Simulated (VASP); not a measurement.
# ZnSe (m.bgw) (F-43m) in VASP: single point with PBE

Aim: the single point of ZnSe (m.bgw) with PBE.

Everything below comes from runs of VASP 6.6.1. Logs are shortened: lines on timing, memory, paths and dates and some standing lists are left out, and cuts for length are marked.

**1. The cell of the first run**

It takes space group F-43m (No. 216, cubic). The conventional cell has a = 5.733 Å, b = 5.733 Å, c = 5.733 Å, α = 90.00°, β = 90.00°, γ = 90.00°. Within 3.3 Å of Zn (site symmetry -43m) lie 4 Se at 2.48 Å. Within 3.3 Å of Se (site symmetry -43m) lie 4 Zn at 2.48 Å.

**2. Single point, PBE**

INCAR

```
ALGO     = Normal         # electronic algorithm
EDIFF    = 1E-6           # SCF threshold, eV
ENCUT    = 500            # plane-wave cutoff, eV
GGA      = PE             # functional
GGA_COMPAT= False        
ISIF     = 2              # what is computed and relaxed
ISMEAR   = 0              # smearing method
LASPH    = True           # aspherical terms in the spheres
LCHARG   = True           # write CHGCAR
LELF     = True           # ELF
LREAL    = False          # projectors in reciprocal space
LVHAR    = True         
LWAVE    = False          # write WAVECAR
NBANDS   = 16             # bands
NELM     = 120            # most SCF steps
PREC     = Accurate       # precision mode
SIGMA    = 0.01           # smearing width, eV
```

KPOINTS

```
k-points
0
Gamma
  4 4 4
```

POSCAR

```
ZnSe
1.0
    0.0000000000      2.8664716551      2.8664716551
    2.8664716551      0.0000000000      2.8664716551
    2.8664716551      2.8664716551      0.0000000000
Zn Se
1 1
Direct
    0.0000000000      0.0000000000      0.0000000000
    0.2500000000      0.2500000000      0.2500000000
```

Potentials or basis: VASP PAW PBE potentials, release 64 (Zn, Se).

On the command line:

```console
> cat potpaw_PBE.64/Zn/POTCAR potpaw_PBE.64/Se/POTCAR > POTCAR
> mpirun -np 1 vasp_std > vasp.out
```

OUTCAR:

```text
EDIFF = 1E-6
   ENCUT = 500
   GGA = PE
   ISIF = 2
   ISMEAR = 0
   LASPH = True
   LREAL = False
   NELM = 120
   PREC = Accurate

 ion  position               nearest neighbor table
   1  0.000  0.000  0.000-   2 2.48   2 2.48   2 2.48   2 2.48
   2  0.250  0.250  0.250-   1 2.48   1 2.48   1 2.48   1 2.48

  LATTYP: Found a face centered cubic cell.
 ALAT       =     5.7329433102

  Lattice vectors:

 A1 = (   0.0000000000,   2.8664716551,   2.8664716551)
 A2 = (   2.8664716551,   0.0000000000,   2.8664716551)
 A3 = (   2.8664716551,   2.8664716551,   0.0000000000)

Analysis of symmetry for initial positions (statically):
=====================================================================
 Subroutine PRICEL returns:
 Original cell was already a primitive cell.

 Routine SETGRP: Setting up the symmetry group for a
 face centered cubic supercell.

 Subroutine GETGRP returns: Found 24 space group operations
 (whereof 24 operations were pure point group operations)
 out of a pool of 48 trial point group operations.

The static configuration has the point symmetry T_d .

Analysis of symmetry for dynamics (positions and initial velocities):
=====================================================================
 Subroutine PRICEL returns:
 Original cell was already a primitive cell.

 Routine SETGRP: Setting up the symmetry group for a
 face centered cubic supercell.

 Subroutine GETGRP returns: Found 24 space group operations
 (whereof 24 operations were pure point group operations)
 out of a pool of 48 trial point group operations.

The dynamic configuration has the point symmetry T_d .

 Subroutine INISYM returns: Found 24 space group operations
 (whereof 24 operations are pure point group operations),
 and found     1 'primitive' translations

----------------------------------------------------------------------------------------

                                     Primitive cell

  volume of cell :      47.1056

  direct lattice vectors                    reciprocal lattice vectors
     0.000000000  2.866471655  2.866471655    -0.174430471  0.174430471  0.174430471
     2.866471655  0.000000000  2.866471655     0.174430471 -0.174430471  0.174430471
     2.866471655  2.866471655  0.000000000     0.174430471  0.174430471 -0.174430471

  length of vectors
     4.053803091  4.053803091  4.053803091     0.302122438  0.302122438  0.302122438

  position of ions in fractional coordinates (direct lattice)
[... 61 lines left out ...]
   NELM   =    120;   NELMIN=  2; NELMDL= -5     # of ELM steps
   EDIFF  = 0.1E-05   stopping-criterion for ELM
   LREAL  =      F    real-space projection
   EDIFFG = 0.1E-04   stopping-criterion for IOM
   NSW    =      0    number of steps for IOM
   IBRION =     -1    ionic relax: 0-MD 1-quasi-New 2-CG
   NFREE  =      0    steps in history (QN), initial steepest desc. (CG)
   ISIF   =      2    stress and relaxation
   ISYM   =      2    0-nonsym 1-usesym 2-fastsym
   POTIM  = 0.5000    time-step for ionic-motion
   TEBEG  =    0.0;   TEEND  =   0.0 temperature during run
   PSTRESS=    0.0 pullay stress
   NELECT =      18.0000    total number of electrons
   NUPDOWN=      -1.0000    fix difference up-down
   EMIN   =  10.00;   EMAX   =-10.00  energy-range for DOS
   EFERMI =   0.00;   METHOD = LEGACY
   ISMEAR =     0;   SIGMA  =   0.01  broadening in eV -4-tet -1-fermi 0-gaus
   EFERMI_NEDOS =   21; number of points for ismear=-14 and -15
   IALGO  =     38    algorithm
   IMIX   =      4    mixing-type and parameters
     AMIX     =   0.40;   BMIX     =  1.00
     AMIX_MAG =   1.60;   BMIX_MAG =  1.00
  volume/ion in A,a.u.               =      23.55       158.94
  Fermi-wavevector in a.u.,A,eV,Ry     =   1.187977  2.244951 19.201756  1.411289
  Thomas-Fermi vector in A             =   2.324117
   LORBIT       =      0    0 simple, 1 ext, 2 COOP (PROOUT), +10 PAW based schemes
   GGA     = PE    functional components
   LHFCALC =     F    Hartree Fock is set to
   AEXX    =    0.0000 exact exchange contribution
   IVDW    =     0    specifies the selected vdW correction
   LEPSILON=     F    determine dielectric tensor
   LRPA    =     F    only Hartree local field effects (RPA)
 non-spin polarized calculation
 Gauss-broadening in eV      SIGMA  =   0.01
  energy-cutoff  :      500.00
  volume of cell :       47.11
 maximum number of plane-waves:      1243
 NGX is ok and might be reduce to    30
   NGX = 15   NGY = 15   NGZ = 15

 number of electron      18.0000017 magnetization

 Free energy of the ion-electron system (eV)
  ---------------------------------------------------
  ext. energy  EPLUGINS =         0.00000000
  ---------------------------------------------------
  free energy    TOTEN  =        -5.96853640 eV

  energy without entropy =       -5.96853640  energy(sigma->0) =       -5.96853640

 E-fermi :   1.4778     XC(G=0):  -9.1513

 val. band max:        1.3548331232   @ k =   0.0000   0.0000   0.0000
 cond. band min:       2.4946747752   @ k =   0.0000   0.0000   0.0000
 fundamental gap:      1.1398416521
 Fermi energy:         1.4777618988

 k-point     1 :       0.0000    0.0000    0.0000
  band No.  band energies     occupation
      1     -11.6848      2.00000
      2      -5.1021      2.00000
      3      -5.1021      2.00000
      4      -5.1021      2.00000
      5      -4.7658      2.00000
      6      -4.7658      2.00000
[... 129 lines left out ...]
      3      -4.9142      2.00000
      4      -4.7927      2.00000
      5      -4.7906      2.00000
      6      -4.4902      2.00000
[... 8 lines left out ...]
     15      14.9171      0.00000
     16      15.2562      0.00000

------------------------ aborting loop because EDIFF is reached ----------------------------------------

  FORCE on cell =-STRESS in cart. coord.  units (eV):
  Direction    XX          YY          ZZ          XY          YZ          ZX
  --------------------------------------------------------------------------------------
  -------------------------------------------------------------------------------------
  Total        0.1494193      0.1494193      0.1494193      0.0000000      0.0000000      0.0000000
  in kB        5.0821126      5.0821126      5.0821126      0.0000000      0.0000000      0.0000000
  external PRESSURE =       5.0821126 kB  Pullay stress =       0.0000000 kB

 VOLUME and BASIS-vectors are now :
 -----------------------------------------------------------------------------
  energy-cutoff  :      500.00
  volume of cell :       47.11
      direct lattice vectors                 reciprocal lattice vectors
     0.000000000  2.866471655  2.866471655    -0.174430471  0.174430471  0.174430471
     2.866471655  0.000000000  2.866471655     0.174430471 -0.174430471  0.174430471
     2.866471655  2.866471655  0.000000000     0.174430471  0.174430471 -0.174430471

 POSITION                                       TOTAL-FORCE (eV/Angst)
 -----------------------------------------------------------------------------------
      0.00000      0.00000      0.00000        -0.000000      0.000000     -0.000000
      1.43324      1.43324      1.43324         0.000000     -0.000000      0.000000
 -----------------------------------------------------------------------------------
    total drift:                               -0.000000     -0.000000     -0.000001

  FREE ENERGIE OF THE ION-ELECTRON SYSTEM (eV)
  ---------------------------------------------------
  free  energy   TOTEN  =        -5.9685364025 eV

  energy  without entropy=       -5.9685364025  energy(sigma->0) =       -5.96853640
```

stdout:

```text
POSCAR found type information on POSCAR ZnSe
 POSCAR found :  2 types and       2 ions
 scaLAPACK will be used
 LDA part: xc-table for (Slater+PW92), standard interpolation
 POSCAR, INCAR and KPOINTS ok, starting setup
 FFT: planning ... GRIDC
 FFT: planning ... GRID_SOFT
 FFT: planning ... GRID
 WAVECAR not read
 entering main loop
```

It took 19 s on 1 thread of AMD EPYC 7R13, shared host; peak memory 0.13 GiB.

What came out:

```
Free energy            : -5.9685 eV
Pressure               : 0.5 GPa
Band gap on the k mesh : 1.14 eV, direct
```

Caveat: the k points lie up to 0.47 Å⁻¹ apart. PBE gaps usually lie below the measured ones, often by a third to a half.
